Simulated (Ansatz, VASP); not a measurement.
Mg: VASP beside Ansatz

INCAR

```
PREC = Accurate
ENCUT = 520
EDIFF = 1E-6
ISMEAR = -1
SIGMA = 0.08
LREAL = F
LASPH = T
NELM = 60
ALGO = Normal
ISIF = 2
LWAVE = F
LCHARG = F
LDIPOL = T
IDIPOL = 3
DIPOL = 0.5 0.5 0.500
GGA = PE
NBANDS = 12
```

Contents of KPOINTS:

```
regular mesh
0
Gamma
  13 8 1
```

The input POSCAR:

```
Mg
1.0
    3.1995580529      0.0000000000      0.0000000000
    0.0000000000      5.1808918026      0.0000000000
    0.0000000000      0.0000000000     19.6945000000
Mg
4
Direct
    0.0000000000      0.7500000000      0.4062039805
    0.5000000000      0.2500000000      0.4531019905
    0.5000000000      0.7500000000      0.5468980095
    0.0000000000      0.2500000000      0.5937960195
```

Input for Ansatz:

```yaml
crystal:
  lattice:
    - [3.1995580529, 0.0, 0.0]
    - [0.0, 5.1808918026, 0.0]
    - [0.0, 0.0, 19.6945]
  atoms:
    - { symbol: Mg, position: [0.0, 0.75, 0.4062039805] }
    - { symbol: Mg, position: [0.5, 0.25, 0.4531019905] }
    - { symbol: Mg, position: [0.5, 0.75, 0.5468980095] }
    - { symbol: Mg, position: [0.0, 0.25, 0.5937960195] }
kpoints:
  mp_grid: { grid: [13, 8, 1] }
scf:
  occupations: { method: fermi_dirac, width: 0.08 }
hamiltonian:
  xc: pbe
  pseudopotentials: { kind: all_electron, lapw: { basis_error: 0.001 } }
output:
  forces: true
  stress: true
  eigenvalues: true
  populations: true
  dos: { projected: true, de: 0.2, e_range: [-14, 8] }
efield:
  axis: 3
  amplitude: 0
  dipole_correction: true
```

Alike in both runs: task single point; functional PBE; k mesh 13 × 8 × 1; occupations fermi-dirac, width 0.08 eV; no spin polarisation.

|  | VASP | Ansatz |
| --- | --- | --- |
| version | VASP 6.6.1 | Ansatz 0.2.0 |
| potentials or method | VASP PAW PBE potentials, release 64 (Mg), cutoff 520 eV | all-electron LAPW, scalar-relativistic |

```csv
,VASP,Ansatz,Ansatz less VASP
rms of the force components (eV/Å),0.066,0.065,-0.0009
```

Atom by atom the forces differ by 0.003 eV/Å (rms over components). Ansatz ran all-electron here, and VASP with PAW potentials.
